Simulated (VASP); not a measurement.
# Zr12N (a cell with a defect) in VASP: a series of runs

Zr12N (a cell with a defect) is run at these levels: LDA; tasks: single point.

Program: VASP 6.6.1. These are calculated values, not measurements. Logs are shortened: lines on timing, memory, paths and dates and some standing lists are left out, and cuts for length are marked.

**1. The cell of the first run**

The cell holds a defect, 13 atoms: a = 6.460 Å, b = 9.690 Å, c = 5.145 Å, α = 90.00°, β = 90.00°, γ = 120.00°.

**2. Single point, LDA**

Contents of INCAR:

```
ALGO = Normal
EDIFF = 1E-6
ENCUT = 520
ISIF = 2
ISMEAR = -1
LASPH = T
LCHARG = F
LREAL = F
LWAVE = F
NBANDS = 86
NELM = 100
PREC = Accurate
SIGMA = 0.1
```

Contents of KPOINTS:

```
k-points
0
Gamma
  3 2 3
```

Contents of POSCAR:

```
Zr12N
1.0
    6.4600000000      0.0000000000      0.0000000000
   -4.8450000000      8.3917860000      0.0000000000
    0.0000000000      0.0000000000      5.1453900000
Zr N
12 1
Direct
    0.0589016662      0.0184942752     -0.0133323227
    0.1508557625      0.2256611405      0.5012253687
    0.0503435298      0.3347201656     -0.0008551344
    0.1238026590      0.5492394587      0.5313882913
   -0.0109688794      0.6476452093     -0.0151980705
    0.2105563589      0.8855921731      0.4814406682
    0.5975351085      0.0300055316     -0.0295021369
    0.6801087225      0.2452636423      0.4892340522
    0.5414758297      0.3355900639     -0.0211645764
    0.6627815278      0.5587964231      0.4513749201
    0.4825064423      0.6638991986      0.0394333568
    0.7101233496      0.9003089450      0.4819071052
    0.1991331711      0.8776677575      1.0349847145
```

Potentials or basis: VASP PAW LDA potentials, release 64 (Zr_sv, N).

Started as:

```
cat potpaw_LDA.64/Zr_sv/POTCAR potpaw_LDA.64/N/POTCAR > POTCAR
mpirun -np 1 vasp_std > vasp.out
```

OUTCAR:

```text
EDIFF = 1E-6
   ENCUT = 520
   ISIF = 2
   ISMEAR = -1
   LASPH = T
   LREAL = F
   NELM = 100
   PREC = Accurate

 ion  position               nearest neighbor table
   1  0.059  0.018  0.987-  13 2.00   7 3.04   2 3.07   3 3.09   9 3.10   2 3.19  12 3.21   6 3.22
                            12 3.25   6 3.26   5 3.39   7 3.43  11 3.60
   2  0.151  0.226  0.501-   3 2.96   3 2.98  12 3.01   1 3.07   8 3.14   1 3.19   4 3.23  10 3.28
                             9 3.29   8 3.33   9 3.47   6 3.51
   3  0.050  0.335  0.999-   7 2.94   2 2.96   2 2.98  11 3.02   4 3.06   1 3.09   9 3.17   5 3.25
                             8 3.28   9 3.29   4 3.33   8 3.36
   4  0.124  0.549  0.531-   5 2.82   8 2.91   6 3.03  10 3.05   3 3.06   5 3.23   2 3.23  11 3.23
                            11 3.30   3 3.33  10 3.46  12 3.62
   5  0.989  0.648  0.985-  13 1.96   4 2.82   9 2.96  10 3.02  11 3.12   4 3.23   3 3.25   6 3.25
                             6 3.28  10 3.30  11 3.37   1 3.39   7 3.82
   6  0.211  0.886  0.481-  13 2.30   4 3.03  12 3.16   1 3.22   5 3.25   1 3.26   5 3.28   8 3.28
                            12 3.31   7 3.32  10 3.37   7 3.41   2 3.51
   7  0.598  0.030  0.970-  13 2.26   3 2.94   1 3.04  12 3.06   8 3.11  12 3.15   9 3.16  11 3.26
                             8 3.26   6 3.32   6 3.41   1 3.43   5 3.82
   8  0.680  0.245  0.489-   4 2.91   9 2.95   9 3.04  10 3.10   7 3.11   2 3.14   7 3.26   3 3.28
                             6 3.28   2 3.33   3 3.36  12 3.44
   9  0.541  0.336  0.979-   8 2.95   5 2.96   8 3.04  10 3.08   1 3.10   7 3.16   3 3.17   3 3.29
                             2 3.29  10 3.31  11 3.40   2 3.47
  10  0.663  0.559  0.451-  11 2.84   5 3.02   4 3.05   9 3.08   8 3.10  12 3.17   2 3.28   5 3.30
                             9 3.31   6 3.37   4 3.46  11 3.57
  11  0.483  0.664  0.039-  10 2.84   3 3.02  12 3.04   5 3.12   4 3.23   7 3.26   4 3.30   5 3.37
                             9 3.40  12 3.50  10 3.57   1 3.60
  12  0.710  0.900  0.482-   2 3.01  11 3.04   7 3.06   7 3.15   6 3.16  10 3.17   1 3.21   1 3.25
                             6 3.31   8 3.44  11 3.50   4 3.62
  13  0.199  0.878  0.035-   5 1.96   1 2.00   7 2.26   6 2.30

  LATTYP: Found a simple monoclinic cell.
 ALAT       =     6.4600000000
 B/A-ratio  =     0.7965000000
 C/A-ratio  =     1.3228756308
 COS(beta)  =    -0.1889822400

  Lattice vectors:

 A1 = (   6.4600000000,   0.0000000000,   0.0000000000)
 A2 = (   0.0000000000,   0.0000000000,   5.1453900000)
 A3 = (  -1.6150000000,  -8.3917860000,   0.0000000000)

Analysis of symmetry for initial positions (statically):
=====================================================================
 Subroutine PRICEL returns:
 Original cell was already a primitive cell.

 Routine SETGRP: Setting up the symmetry group for a
 simple monoclinic supercell.

 Subroutine GETGRP returns: Found  1 space group operations
 (whereof  1 operations were pure point group operations)
 out of a pool of  4 trial point group operations.

The static configuration has the point symmetry C_1 .

Analysis of symmetry for dynamics (positions and initial velocities):
=====================================================================
 Subroutine PRICEL returns:
 Original cell was already a primitive cell.

 Routine SETGRP: Setting up the symmetry group for a
 simple monoclinic supercell.

 Subroutine GETGRP returns: Found  1 space group operations
 (whereof  1 operations were pure point group operations)
 out of a pool of  4 trial point group operations.

The dynamic configuration has the point symmetry C_1 .

 Subroutine INISYM returns: Found  1 space group operations
 (whereof  1 operations are pure point group operations),
 and found     1 'primitive' translations

----------------------------------------------------------------------------------------

                                     Primitive cell

  volume of cell :     278.9364

  direct lattice vectors                    reciprocal lattice vectors
     6.460000000  0.000000000  0.000000000     0.154798762  0.089373108  0.000000000
    -4.845000000  8.391786000  0.000000000     0.000000000  0.119164145  0.000000000
     0.000000000  0.000000000  5.145390000     0.000000000  0.000000000  0.194348728

  length of vectors
     6.460000000  9.689999859  5.145390000     0.178746214  0.119164145  0.194348728

  position of ions in fractional coordinates (direct lattice)
     0.058901666  0.018494275  0.986667677
     0.150855763  0.225661141  0.501225369
     0.050343530  0.334720166  0.999144866
     0.123802659  0.549239459  0.531388291
     0.989031121  0.647645209  0.984801930
     0.210556359  0.885592173  0.481440668
     0.597535108  0.030005532  0.970497863
     0.680108723  0.245263642  0.489234052
     0.541475830  0.335590064  0.978835424
     0.662781528  0.558796423  0.451374920
     0.482506442  0.663899199  0.039433357
     0.710123350  0.900308945  0.481907105
     0.199133171  0.877667757  0.034984714

[... 33 lines left out ...]

  Shift w.r.t. Gamma in fractional coordinates (k-lattice)
     0.000000000  0.000000000  0.000000000

 -----------------------------------------------------------------------------
|                                                                             |
|           W    W    AA    RRRRR   N    N  II  N    N   GGGG   !!!           |
|           W    W   A  A   R    R  NN   N  II  NN   N  G    G  !!!           |
|           W    W  A    A  R    R  N N  N  II  N N  N  G       !!!           |
|           W WW W  AAAAAA  RRRRR   N  N N  II  N  N N  G  GGG   !            |
|           WW  WW  A    A  R   R   N   NN  II  N   NN  G    G                |
|           W    W  A    A  R    R  N    N  II  N    N   GGGG   !!!           |
|                                                                             |
|     Your reciprocal lattice and k-lattice belong to different lattice       |
|     classes:                                                                |
|                                                                             |
|        The reciprocal lattice is simple monoclinic,                         |
|        whereas your k-lattice is hexagonal.                                 |
|                                                                             |
|     Results are often still useful ...                                      |
|                                                                             |
 -----------------------------------------------------------------------------

 Subroutine IBZKPT returns following result:
 ===========================================

 Found     10 irreducible k-points:

 Following reciprocal coordinates:
            Coordinates               Weight
  0.000000  0.000000  0.000000      1.000000
  0.333333  0.000000  0.000000      2.000000
  0.000000  0.500000  0.000000      1.000000
  0.333333  0.500000  0.000000      2.000000
  0.000000  0.000000  0.333333      2.000000
  0.333333  0.000000  0.333333      2.000000
 -0.333333  0.000000  0.333333      2.000000
  0.000000  0.500000  0.333333      2.000000
  0.333333  0.500000  0.333333      2.000000
 -0.333333  0.500000  0.333333      2.000000
   k-points           NKPTS =     10   k-points in BZ     NKDIM =     10   number of bands    NBANDS=     86
   number of dos      NEDOS =    301   number of ions     NIONS =     13
   total plane-waves  NPLWV = 138240
   dimension x,y,z NGX =    48 NGY =   72 NGZ =   40
   dimension x,y,z NGXF=    96 NGYF=  144 NGZF=   80
   ions per type =              12   1
   NGX,Y,Z   is equivalent  to a cutoff of  12.35, 12.35, 12.92 a.u.
   NGXF,Y,Z  is equivalent  to a cutoff of  24.71, 24.71, 25.85 a.u.
 SYSTEM =  unknown system
   PREC   = accura    normal or accurate (medium, high low for compatibility)
   ISTART =      0    job   : 0-new  1-cont  2-samecut
   ICHARG =      2    charge: 1-file 2-atom 10-const
   ISPIN  =      1    spin polarized calculation?
   LNONCOLLINEAR =      F non collinear calculations
   LSORBIT =      F    spin-orbit coupling
   LASPH  =      T    aspherical Exc in radial PAW
   ENCUT  =  520.0 eV  38.22 Ry    6.18 a.u.  12.01 18.02  9.57*2*pi/ulx,y,z
   NELM   =    100;   NELMIN=  2; NELMDL= -5     # of ELM steps
   EDIFF  = 0.1E-05   stopping-criterion for ELM
   LREAL  =      F    real-space projection
   EDIFFG = 0.1E-04   stopping-criterion for IOM
   NSW    =      0    number of steps for IOM
   IBRION =     -1    ionic relax: 0-MD 1-quasi-New 2-CG
   NFREE  =      0    steps in history (QN), initial steepest desc. (CG)
   ISIF   =      2    stress and relaxation
   ISYM   =      2    0-nonsym 1-usesym 2-fastsym
   POTIM  = 0.5000    time-step for ionic-motion
   TEBEG  =    0.0;   TEEND  =   0.0 temperature during run
   PSTRESS=    0.0 pullay stress
   NELECT =     149.0000    total number of electrons
   NUPDOWN=      -1.0000    fix difference up-down
   EMIN   =  10.00;   EMAX   =-10.00  energy-range for DOS
   EFERMI =   0.00;   METHOD = LEGACY
   ISMEAR =    -1;   SIGMA  =   0.10  broadening in eV -4-tet -1-fermi 0-gaus
   EFERMI_NEDOS =   21; number of points for ismear=-14 and -15
   IALGO  =     38    algorithm
   IMIX   =      4    mixing-type and parameters
     AMIX     =   0.40;   BMIX     =  1.00
     AMIX_MAG =   1.60;   BMIX_MAG =  1.00
  volume/ion in A,a.u.               =      21.46       144.80
  Fermi-wavevector in a.u.,A,eV,Ry     =   1.328317  2.510156 24.006487  1.764427
  Thomas-Fermi vector in A             =   2.457564
   LORBIT       =      0    0 simple, 1 ext, 2 COOP (PROOUT), +10 PAW based schemes
   GGA     = CA    functional components
   LHFCALC =     F    Hartree Fock is set to
   AEXX    =    0.0000 exact exchange contribution
   IVDW    =     0    specifies the selected vdW correction
   LEPSILON=     F    determine dielectric tensor
   LRPA    =     F    only Hartree local field effects (RPA)
 non-spin polarized calculation
  energy-cutoff  :      520.00
  volume of cell :      278.94
 maximum number of plane-waves:      7545
   NGX = 25   NGY = 37   NGZ = 19

 number of electron     149.0000000 magnetization

 Free energy of the ion-electron system (eV)
  ---------------------------------------------------
  ext. energy  EPLUGINS =         0.00000000
  ---------------------------------------------------
  free energy    TOTEN  =      -122.18203917 eV

  energy without entropy =     -121.64699470  energy(sigma->0) =     -121.91451694

 E-fermi :   8.8531     XC(G=0): -11.4114

 val. band max:        8.8457685821   @ k =   0.0000   0.0000   0.3333
 cond. band min:       8.8646308108   @ k =   0.3333   0.0000   0.3333
 fundamental gap:      0.0188622287
 Fermi energy:         8.8530777747

 k-point     1 :       0.0000    0.0000    0.0000
  band No.  band energies     occupation
      1     -39.7195      2.00000
      2     -39.5546      2.00000
      3     -39.4415      2.00000
      4     -39.3811      2.00000
      5     -39.3542      2.00000
      6     -39.3258      2.00000
[... 879 lines left out ...]
     85       9.9734      0.00003
     86      10.1715      0.00000

------------------------ aborting loop because EDIFF is reached ----------------------------------------

  FORCE on cell =-STRESS in cart. coord.  units (eV):
  Direction    XX          YY          ZZ          XY          YZ          ZX
  --------------------------------------------------------------------------------------
  -------------------------------------------------------------------------------------
  Total       -4.0719458     -1.1932887     -6.3294626     -1.3532599      0.7576957      0.3062076
  in kB      -23.3887687     -6.8541070    -36.3556742     -7.7729624      4.3521132      1.7588197
  external PRESSURE =     -22.1995166 kB  Pullay stress =       0.0000000 kB

 VOLUME and BASIS-vectors are now :
 -----------------------------------------------------------------------------
  energy-cutoff  :      520.00
  volume of cell :      278.94
      direct lattice vectors                 reciprocal lattice vectors
     6.460000000  0.000000000  0.000000000     0.154798762  0.089373108  0.000000000
    -4.845000000  8.391786000  0.000000000     0.000000000  0.119164145  0.000000000
     0.000000000  0.000000000  5.145390000     0.000000000  0.000000000  0.194348728

 POSITION                                       TOTAL-FORCE (eV/Angst)
 -----------------------------------------------------------------------------------
      0.29090      0.15520      5.07679        -0.109980     -0.042346      0.242704
     -0.11880      1.89370      2.57900         0.522998      0.207237     -0.310916
     -1.29650      2.80890      5.14099         0.060044      0.480052      0.431768
     -1.86130      4.60910      2.73420         1.050535      0.031440     -0.943276
      3.25130      5.43490      5.06719        -0.542978     -0.468292      0.487083
     -2.93050      7.43170      2.47720         0.085249      0.158733     -0.628955
      3.71470      0.25180      4.99359        -1.893814     -0.988975      0.546373
      3.20520      2.05820      2.51730        -0.191022     -0.599702     -0.217216
      1.87200      2.81620      5.03649        -0.365942     -0.201733     -0.181450
      1.57420      4.68930      2.32250        -0.421194     -0.267930      1.077090
     -0.09960      5.57130      0.20290         0.233041      0.357031     -0.616301
      0.22540      7.55520      2.47960         0.046137     -0.025192      0.119101
     -2.96590      7.36520      0.18001         1.526926      1.359677     -0.006005
 -----------------------------------------------------------------------------------
    total drift:                               -0.000079     -0.000199     -0.000203

  FREE ENERGIE OF THE ION-ELECTRON SYSTEM (eV)
  ---------------------------------------------------
  free  energy   TOTEN  =      -122.1820391715 eV

  energy  without entropy=     -121.6469947029  energy(sigma->0) =     -121.91451694
```

It took 6.2 min on 1 thread of AMD EPYC 7R13 (Zen 3), shared host; peak memory 0.34 GiB.

Results:

```
Free energy   : -122.1820 eV
Pressure      : -2.2 GPa
Largest force : 2.205 eV/Å
```

Forces on the atoms (eV/Å):
```
Zr  -0.110 -0.042  0.243
Zr   0.523  0.207 -0.311
Zr   0.060  0.480  0.432
Zr   1.051  0.031 -0.943
Zr  -0.543 -0.468  0.487
Zr   0.085  0.159 -0.629
Zr  -1.894 -0.989  0.546
Zr  -0.191 -0.600 -0.217
Zr  -0.366 -0.202 -0.181
Zr  -0.421 -0.268  1.077
Zr   0.233  0.357 -0.616
Zr   0.046 -0.025  0.119
N    1.527  1.360 -0.006
```

Stress tensor (GPa, compression positive):
```
-2.34 -0.78  0.18
-0.78 -0.69  0.44
 0.18  0.44 -3.64
```

Levels at points of the mesh, in eV from the Fermi level:
```tsv
k point	band 70	band 71	band 72	band 73	band 74	band 75	band 76	band 77	band 78	band 79
(0.00, 0.00, 0.00)	-0.53	-0.31	-0.15	-0.08	0.02	0.22	0.34	0.45	0.61	0.72
(0.00, 0.50, 0.00)	-0.22	-0.19	-0.07	-0.01	0.11	0.16	0.22	0.25	0.36	0.67
```

Caveat: the k points lie up to 0.41 Å⁻¹ apart.

**3. Single point, LDA**

Contents of INCAR:

```
PREC = Accurate
ENCUT = 520
EDIFF = 1E-6
ISMEAR = -1
SIGMA = 0.1
LREAL = F
LASPH = T
NELM = 60
ALGO = Normal
ISIF = 2
LWAVE = F
LCHARG = T
LELF = T
LVHAR = T
NBANDS = 86
```

Contents of KPOINTS:

```
Automatic mesh
0
Gamma
  3 2 3
```

Contents of POSCAR:

```
Zr12N
1.0
    6.4600000000      0.0000000000      0.0000000000
   -4.8450000000      8.3917860000      0.0000000000
    0.0000000000      0.0000000000      5.1453900000
Zr N
12 1
Direct
    0.0414166364      0.0197216659      0.0146927638
    0.2105147479      0.2302012945      0.4768734731
    0.0706755309      0.3482691289      0.0169472091
    0.1615143334      0.5648261288      0.5019638939
   -0.0395264574      0.6376592539      0.0107086149
    0.2179494028      0.8827560665      0.5065310890
    0.5790531254      0.0468076760      0.0343219853
    0.7102358585      0.2318934253      0.5064533495
    0.5253798285      0.3325394618     -0.0298519646
    0.7073955838      0.5531837919      0.4903612748
    0.4711299245      0.6617542440      0.0361488634
    0.7295577412      0.8874392173      0.5093491455
    0.2031858161      0.8764046176      1.0940861626
```

Potentials or basis: VASP PAW LDA potentials, release 64 (Zr_sv, N).

Started as:

```
cat potpaw_LDA.64/Zr_sv/POTCAR potpaw_LDA.64/N/POTCAR > POTCAR
mpirun -np 1 vasp_std > vasp.out
```

Wall time 9.7 min (1 thread of AMD EPYC 7R13 (Zen 3), shared host); peak memory 0.34 GiB.

It converged, with:

```yaml
Free_energy: -122.0874 eV
Pressure: -2.6 GPa
Largest_force: 1.710 eV/Å
```

Forces on the atoms (eV/Å):
```
Zr   0.933 -0.883 -0.066
Zr   0.142 -0.285  0.679
Zr  -0.932 -0.078 -0.518
Zr   1.261 -0.752  0.754
Zr   0.136  1.535 -0.105
Zr   0.083 -0.002 -0.002
Zr  -0.595 -1.560 -0.369
Zr   0.530  0.132  0.135
Zr  -0.128 -0.022  0.297
Zr  -1.639 -0.023  0.253
Zr   0.799  0.786 -0.335
Zr  -0.671  0.277  0.246
N    0.082  0.873 -0.969
```

Stress tensor (GPa, compression positive):
```
-2.95  1.17 -0.29
 1.17 -2.10 -0.18
-0.29 -0.18 -2.87
```

Levels at points of the mesh, in eV from the Fermi level:
```
           k point  band 71  band 72  band 73  band 74  band 75  band 76  band 77  band 78
(0.00, 0.00, 0.00)    -0.24    -0.09    -0.02     0.00     0.28     0.44     0.53     0.57
(0.00, 0.50, 0.00)    -0.22    -0.07    -0.05     0.14     0.23     0.26     0.40     0.49
```

Caveat: the k points lie up to 0.41 Å⁻¹ apart.

**4. Single point, LDA**

Contents of INCAR:

```
SYSTEM = Zr12N
PREC = Accurate
ENCUT = 520
EDIFF = 1E-6
ISMEAR = -1
SIGMA = 0.1
LREAL = .False.
LASPH = .True.
NELM = 100
ALGO = Normal
ISIF = 2
LWAVE = .False.
LCHARG = .False.
NBANDS = 86
```

Contents of KPOINTS:

```
Automatic mesh
0
Gamma
  3 2 3
  0 0 0
```

Contents of POSCAR:

```
Zr12N
1.0
    6.4600000000      0.0000000000      0.0000000000
   -4.8450000000      8.3917860000      0.0000000000
    0.0000000000      0.0000000000      5.1453900000
Zr N
12 1
Direct
    0.1009465945      0.0342239423      0.0248183325
    0.1347855346      0.1885891752      0.5437488703
    0.0763127672      0.3764871983      0.0695185399
    0.1572568499      0.5038140868      0.5348088289
   -0.0064090181      0.6516610409     -0.0471684362
    0.2085907709      0.8905255687      0.4793222671
    0.5636483886      0.0341524438     -0.0330781535
    0.6578324185      0.2181418830      0.4729281940
    0.4847413904      0.3622351666      0.0359350798
    0.7089186384      0.5522423951      0.4951811233
    0.5920284645      0.6995054450      0.0292883533
    0.6999623025      0.8836855468      0.4696048307
    0.2467370695      0.8878682083      1.0916373686
```

Started as:

```
cat potpaw_LDA.64/Zr_sv/POTCAR potpaw_LDA.64/N/POTCAR > POTCAR
mpirun -np 1 vasp_std > vasp.out
```

Wall time 8.7 min (1 thread of AMD EPYC 7R13 (Zen 3), shared host); peak memory 0.34 GiB.

The run converged. Its results:

| Quantity | Value |
| --- | --- |
| Free energy | -120.7595 eV |
| Pressure | 0.1 GPa |
| Largest force | 2.843 eV/Å |

Forces on the atoms (eV/Å):
```
Zr  -2.231 -0.312 -0.231
Zr   0.318  0.718 -0.229
Zr  -1.181 -0.854 -0.905
Zr   0.678  1.449  0.733
Zr   1.049  0.667  1.573
Zr  -0.224 -0.982  0.589
Zr   2.623  1.095 -0.044
Zr  -0.019  0.124  0.195
Zr   1.552 -0.346 -0.474
Zr  -0.767 -0.154 -0.478
Zr  -1.209 -0.344 -0.662
Zr   0.328  0.418  0.977
N   -0.918 -1.479 -1.046
```

Stress tensor (GPa, compression positive):
```
-0.83  0.62  0.46
 0.62  0.15 -0.03
 0.46 -0.03  0.94
```

Levels at points of the mesh, in eV from the Fermi level:
```
           k point  band 73  band 74  band 75  band 76  band 77  band 78
(0.00, 0.00, 0.00)    -0.12     0.12     0.28     0.29     0.35     0.44
(0.00, 0.50, 0.00)    -0.15     0.11     0.21     0.26     0.38     0.48
```

Caveat: the k points lie up to 0.41 Å⁻¹ apart.

(Continued in part 2 of 2.)
